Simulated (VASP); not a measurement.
# GaN (Fm-3m) in VASP: G0W0 quasiparticle levels with PBE

Aim: the G0W0 quasiparticle levels of GaN with PBE.

All numbers are computed with VASP 6.6.1; they aren't measurements. Logs are shortened: lines on timing, memory, paths and dates and some standing lists are left out, and cuts for length are marked.

### Step 1. The cell of the first run

The structure is cubic, space group Fm-3m (No. 225). Conventional cell: a = 4.217 Å, b = 4.217 Å, c = 4.217 Å, α = 90.00°, β = 90.00°, γ = 90.00°. Within 2.8 Å of Ga (site symmetry m-3m) lie 6 N at 2.11 Å. N (site symmetry m-3m) has 6 Ga at 2.11 Å within 2.8 Å.

### Step 2. G0W0 quasiparticle levels, PBE

POSCAR reads:

```
GaN
1.0
    0.0000000000      2.1085153689      2.1085153689
    2.1085153689      0.0000000000      2.1085153689
    2.1085153689      2.1085153689      0.0000000000
Ga N
1 1
Direct
    0.5000000000      0.5000000000      0.5000000000
    0.0000000000      0.0000000000      0.0000000000
```

INCAR.step1 reads:

```
SYSTEM = GaN
ALGO = Normal
EDIFF = 1E-8
ENCUT = 500
GGA = PE
ISMEAR = 0
LASPH = .True.
LCHARG = .False.
LREAL = .False.
LWAVE = .True.
NELM = 100
PREC = Accurate
SIGMA = 0.01
```

INCAR.step2 reads:

```
SYSTEM = GaN
ALGO = Exact
EDIFF = 1E-8
ENCUT = 500
GGA = PE
ISMEAR = 0
ISTART = 1
LASPH = .True.
LCHARG = .False.
LOPTICS = .True.
LREAL = .False.
LWAVE = .True.
NBANDS = 129
NELM = 1
PREC = Accurate
SIGMA = 0.01
```

INCAR.step3 reads:

```
SYSTEM = GaN
ALGO = EVGW0
EDIFF = 1E-8
ENCUT = 500
ENCUTGW = 150.0
GGA = PE
ISMEAR = 0
ISTART = 1
LASPH = .True.
LCHARG = .False.
LREAL = .False.
LWAVE = .False.
NBANDS = 129
NBANDSGW = 17
NELMGW = 1
NOMEGA = 48
PREC = Accurate
PRECFOCK = Fast
SIGMA = 0.01
```

KPOINTS reads:

```
k-points
0
Gamma
  4 4 4
  0 0 0
```

Potentials or basis: VASP PAW PBE potentials, release 64 (Ga_d_GW, N_GW).

The run is started by

```
$ cat potpaw_PBE.64/Ga_d_GW/POTCAR potpaw_PBE.64/N_GW/POTCAR > POTCAR
$ cp INCAR.step1 INCAR
$ mpirun -np 1 vasp_std > vasp.out
$ cp INCAR.step2 INCAR
$ mpirun -np 1 vasp_std > vasp.out
$ cp INCAR.step3 INCAR
$ mpirun -np 1 vasp_std > vasp.out
```

OUTCAR:

```text
SYSTEM = GaN
   EDIFF = 1E-8
   ENCUT = 500
   ENCUTGW = 150.0
   GGA = PE
   ISMEAR = 0
   ISTART = 1
   LASPH = .True.
   LREAL = .False.
   NELMGW = 1
   PREC = Accurate
   PRECFOCK = Fast

 ion  position               nearest neighbor table
   1  0.500  0.500  0.500-   2 2.11   2 2.11   2 2.11   2 2.11   2 2.11   2 2.11
   2  0.000  0.000  0.000-   1 2.11   1 2.11   1 2.11   1 2.11   1 2.11   1 2.11

  LATTYP: Found a face centered cubic cell.
 ALAT       =     4.2170307378

  Lattice vectors:

 A1 = (   0.0000000000,   2.1085153689,   2.1085153689)
 A2 = (   2.1085153689,   0.0000000000,   2.1085153689)
 A3 = (   2.1085153689,   2.1085153689,   0.0000000000)

Analysis of symmetry for initial positions (statically):
=====================================================================
 Subroutine PRICEL returns:
 Original cell was already a primitive cell.

 Routine SETGRP: Setting up the symmetry group for a
 face centered cubic supercell.

 Subroutine GETGRP returns: Found 48 space group operations
 (whereof 48 operations were pure point group operations)
 out of a pool of 48 trial point group operations.

The static configuration has the point symmetry O_h .

Analysis of symmetry for dynamics (positions and initial velocities):
=====================================================================
 Subroutine PRICEL returns:
 Original cell was already a primitive cell.

 Routine SETGRP: Setting up the symmetry group for a
 face centered cubic supercell.

 Subroutine GETGRP returns: Found 48 space group operations
 (whereof 48 operations were pure point group operations)
 out of a pool of 48 trial point group operations.

The dynamic configuration has the point symmetry O_h .

 Subroutine INISYM returns: Found 48 space group operations
 (whereof 48 operations are pure point group operations),
 and found     1 'primitive' translations

----------------------------------------------------------------------------------------

                                     Primitive cell

  volume of cell :      18.7482

  direct lattice vectors                    reciprocal lattice vectors
     0.000000000  2.108515369  2.108515369    -0.237133676  0.237133676  0.237133676
     2.108515369  0.000000000  2.108515369     0.237133676 -0.237133676  0.237133676
     2.108515369  2.108515369  0.000000000     0.237133676  0.237133676 -0.237133676

  length of vectors
     2.981891031  2.981891031  2.981891031     0.410727575  0.410727575  0.410727575

  position of ions in fractional coordinates (direct lattice)
     0.500000000  0.500000000  0.500000000
     0.000000000  0.000000000  0.000000000

  ion indices of the primitive-cell ions
   primitive index   ion index
                 1           1
                 2           2

----------------------------------------------------------------------------------------

 KPOINTS: k-points

Automatic generation of k-mesh.
 Grid dimensions read from file:
 generate k-points for:    4    4    4

 Generating k-lattice:

  Cartesian coordinates                     Fractional coordinates (reciprocal lattice)
    -0.059283419  0.059283419  0.059283419     0.250000000  0.000000000  0.000000000
     0.059283419 -0.059283419  0.059283419     0.000000000  0.250000000  0.000000000
     0.059283419  0.059283419 -0.059283419     0.000000000  0.000000000  0.250000000

  Length of vectors
     0.102681894  0.102681894  0.102681894

  Shift w.r.t. Gamma in fractional coordinates (k-lattice)
     0.000000000  0.000000000  0.000000000

 Subroutine IBZKPT returns following result:
 ===========================================

 Found      8 irreducible k-points:

 Following reciprocal coordinates:
            Coordinates               Weight
  0.000000  0.000000  0.000000      1.000000
  0.250000  0.000000  0.000000      8.000000
  0.500000  0.000000  0.000000      4.000000
  0.250000  0.250000  0.000000      6.000000
  0.500000  0.250000  0.000000     24.000000
 -0.250000  0.250000  0.000000     12.000000
  0.500000  0.500000  0.000000      3.000000
 -0.250000  0.500000  0.250000      6.000000
   k-points           NKPTS =      8   k-points in BZ     NKDIM =     64   number of bands    NBANDS=    129
   number of dos      NEDOS =    301   number of ions     NIONS =      2
   total plane-waves  NPLWV =  13824
   dimension x,y,z NGX =    24 NGY =   24 NGZ =   24
   dimension x,y,z NGXF=    48 NGYF=   48 NGZF=   48
   ions per type =               1   1
   NGX,Y,Z   is equivalent  to a cutoff of  13.38, 13.38, 13.38 a.u.
   NGXF,Y,Z  is equivalent  to a cutoff of  26.76, 26.76, 26.76 a.u.
 SYSTEM =  GaN
   PREC   = accura    normal or accurate (medium, high low for compatibility)
   ISTART =      1    job   : 0-new  1-cont  2-samecut
   ICHARG =      0    charge: 1-file 2-atom 10-const
   ISPIN  =      1    spin polarized calculation?
   LNONCOLLINEAR =      F non collinear calculations
   LSORBIT =      F    spin-orbit coupling
   LASPH  =      T    aspherical Exc in radial PAW
   ENCUT  =  500.0 eV  36.75 Ry    6.06 a.u.   5.44  5.44  5.44*2*pi/ulx,y,z
   NELM   =     60;   NELMIN=  2; NELMDL=  0     # of ELM steps
   EDIFF  = 0.1E-07   stopping-criterion for ELM
   LREAL  =      F    real-space projection
   EDIFFG = 0.1E-06   stopping-criterion for IOM
   NSW    =      0    number of steps for IOM
   IBRION =     -1    ionic relax: 0-MD 1-quasi-New 2-CG
   NFREE  =      0    steps in history (QN), initial steepest desc. (CG)
   ISIF   =      0    stress and relaxation
   ISYM   =      3    0-nonsym 1-usesym 2-fastsym
   POTIM  = 0.5000    time-step for ionic-motion
   TEBEG  =    0.0;   TEEND  =   0.0 temperature during run
   PSTRESS=    0.0 pullay stress
   NELECT =      18.0000    total number of electrons
   NUPDOWN=      -1.0000    fix difference up-down
   EMIN   =  10.00;   EMAX   =-10.00  energy-range for DOS
   EFERMI =   0.00;   METHOD = LEGACY
   ISMEAR =     0;   SIGMA  =   0.01  broadening in eV -4-tet -1-fermi 0-gaus
   EFERMI_NEDOS =   21; number of points for ismear=-14 and -15
   IALGO  =     38    algorithm
   IMIX   =      4    mixing-type and parameters
     AMIX     =   0.40;   BMIX     =  1.00
     AMIX_MAG =   1.60;   BMIX_MAG =  1.00
  volume/ion in A,a.u.               =       9.37        63.26
  Fermi-wavevector in a.u.,A,eV,Ry     =   1.615024  3.051952 35.488097  2.608302
  Thomas-Fermi vector in A             =   2.709838
   LORBIT       =      0    0 simple, 1 ext, 2 COOP (PROOUT), +10 PAW based schemes
   GGA     = PE    functional components
   LHFCALC =     T    Hartree Fock is set to
   PRECFOCK=fast      Normal, Fast or Accurate (Low or Medium for compatibility)
   ENCUT4O =  -1.0   cutoff for four orbital integrals eV
   NKREDX  =     1    reduce k-point grid by
   NKREDY  =     1    reduce k-point grid by
   NKREDZ  =     1    reduce k-point grid by
   AEXX    =    1.0000 exact exchange contribution
   HFSCREEN=    0.0000 screening length (either q_TF or 0.3 A-1)
   HFSCREENC=   0.0000 screening length for correlation (either q_TF or 0.3 A-1)
   ENCUTFOCK=  -1.0 apply spherical cutoff to Coloumb kernel
   IVDW    =     0    specifies the selected vdW correction
   LEPSILON=     F    determine dielectric tensor
   LRPA    =     F    only Hartree local field effects (RPA)
   LRPAFORCE           =     F    calculate RPA forces
   ENCUTGW             = 150.0    cutoff for response function in eV
   ENCUTGWSOFT         = 120.0    soft cutoff for Coulomb kernel in GW response function in eV
   ENCUTLF             =  -1.0    cutoff for local field effects
   NELMGW              =     1    number of iterations in solving QP/BSE equation
   NELMHF              =     1    number of iterations in the inner HF iteration
   NKREDLFX            =     1    NKREDLFY  =   1   NKREDLFZ  =   1
 non-spin polarized calculation
 Gauss-broadening in eV      SIGMA  =   0.01
  energy-cutoff  :      500.00
  volume of cell :       18.75
 maximum number of plane-waves:       531
 NGX is ok and might be reduce to    24
  NGX = 12; NGY = 12; NGZ = 12
   NGX = 11   NGY = 11   NGZ = 11
 maximum number of plane-waves:        84

 QP shifts <psi_nk| G(iteration)W_0 |psi_nk>: iteration 1
 for sc-GW calculations column KS-energies equals QP-energies in previous step
 and V_xc(KS)=  KS-energies - (<T + V_ion + V_H > + <T+V_H+V_ion>^1  + <V_x>^1)

 k-point   1 :       0.0000    0.0000    0.0000
  band No.  KS-energies  QP-energies   sigma(KS)   V_xc(KS)     V^pw_x(r,r')   Z            occupation Imag(sigma)

      1      -9.5544     -10.5833     -15.9826     -14.5245     -24.3765       0.7056       2.0000       1.4154
      2      -6.3393      -9.1215     -25.4371     -21.6467     -34.9668       0.7340       2.0000       0.2229
      3      -6.3393      -9.1215     -25.4371     -21.6467     -34.9668       0.7340       2.0000       0.2229
      4      -6.3393      -9.1215     -25.4371     -21.6467     -34.9668       0.7340       2.0000       0.2229
      5      -6.2413      -9.0713     -25.7081     -21.8506     -35.4549       0.7336       2.0000       0.2686
      6      -6.2413      -9.0713     -25.7081     -21.8506     -35.4549       0.7336       2.0000       0.2686
[... 9 lines left out ...]
     16      23.6729      24.2530     -11.9794     -12.7378      -4.4880       0.7650       0.0000      -0.5536
     17      23.8790      23.9340      -9.1783      -9.2482      -2.5327       0.7873       0.0000      -0.3353

 k-point   2 :       0.2500    0.0000    0.0000
  band No.  KS-energies  QP-energies   sigma(KS)   V_xc(KS)     V^pw_x(r,r')   Z            occupation Imag(sigma)

      1      -8.3847      -9.3818     -16.3576     -14.9292     -24.5265       0.6980       2.0000       1.2733
      2      -6.3820      -9.1636     -25.4315     -21.6360     -35.0931       0.7329       2.0000       0.2682
      3      -6.3820      -9.1636     -25.4315     -21.6360     -35.0931       0.7329       2.0000       0.2682
      4      -6.3769      -9.1263     -25.2332     -21.4859     -34.7245       0.7337       2.0000       0.2411
      5      -6.2102      -9.0207     -25.6491     -21.8260     -35.2711       0.7351       2.0000       0.2378
      6      -6.2102      -9.0207     -25.6491     -21.8260     -35.2711       0.7351       2.0000       0.2378
[... 9 lines left out ...]
     16      25.5406      25.9506     -11.9105     -12.4258      -5.5174       0.7956       0.0000      -0.4335
     17      32.5216      32.9080     -10.5891     -11.0694      -3.2064       0.8044       0.0000      -0.9777

 k-point   3 :       0.5000    0.0000    0.0000
  band No.  KS-energies  QP-energies   sigma(KS)   V_xc(KS)     V^pw_x(r,r')   Z            occupation Imag(sigma)
[... 85 lines left out ...]
      1      -8.0413      -9.9849     -21.7588     -18.9880     -31.1083       0.7015       2.0000       0.6846
      2      -6.5220      -9.2667     -25.1077     -21.3609     -34.5773       0.7326       2.0000       0.2307
      3      -6.1286      -8.9667     -25.8391     -21.9726     -35.6123       0.7340       2.0000       0.2677
      4      -6.0539      -8.8620     -25.7971     -21.9804     -35.3885       0.7357       2.0000       0.2193
      5      -6.0539      -8.8620     -25.7971     -21.9804     -35.3885       0.7357       2.0000       0.2193
      6      -3.2238      -4.9250     -22.2611     -19.9705     -30.5250       0.7427       2.0000       0.5718
[... 9 lines left out ...]
     16      35.1824      36.1320     -13.5362     -14.6849      -6.5868       0.8267       0.0000      -1.1813
     17      37.1527      37.7338     -10.1279     -10.8366      -2.6896       0.8200       0.0000      -1.0781

 k-point   8 :      -0.2500    0.5000    0.2500
  band No.  KS-energies  QP-energies   sigma(KS)   V_xc(KS)     V^pw_x(r,r')   Z            occupation Imag(sigma)

      1      -7.7083      -9.7294     -22.1349     -19.2825     -31.4797       0.7086       2.0000       0.6464
      2      -6.3318      -9.0913     -25.3059     -21.5467     -34.8067       0.7341       2.0000       0.2336
      3      -6.3318      -9.0913     -25.3059     -21.5467     -34.8067       0.7341       2.0000       0.2336
      4      -6.3150      -9.0934     -25.5010     -21.7032     -35.2414       0.7316       2.0000       0.2932
      5      -6.0538      -8.8634     -25.7987     -21.9805     -35.3906       0.7358       2.0000       0.2188
      6      -3.4507      -5.0975     -22.0654     -19.8340     -30.3625       0.7380       2.0000       0.5985
[... 9 lines left out ...]
     16      35.0817      35.9966     -13.3296     -14.4328      -5.9185       0.8292       0.0000      -1.4201
     17      37.5524      38.4899     -13.1508     -14.2965      -4.6380       0.8183       0.0000      -1.8502
```

Wall time 1.8 min (1 thread of Intel Xeon 8259CL, shared host); peak memory 0.22 GiB.

Results:

| Quantity | Value |
| --- | --- |
| Quasiparticle gap | 1.60 eV |
| Least direct quasiparticle gap | 3.80 eV |
| Band gap of the starting levels on the mesh | 0.72 eV |
| Least direct gap of the starting levels on the mesh | 2.80 eV |

Caveat: the k points lie up to 0.65 Å⁻¹ apart; bands, screening cutoff and mesh are small and nothing is extrapolated, so the quasiparticle values aren't converged.
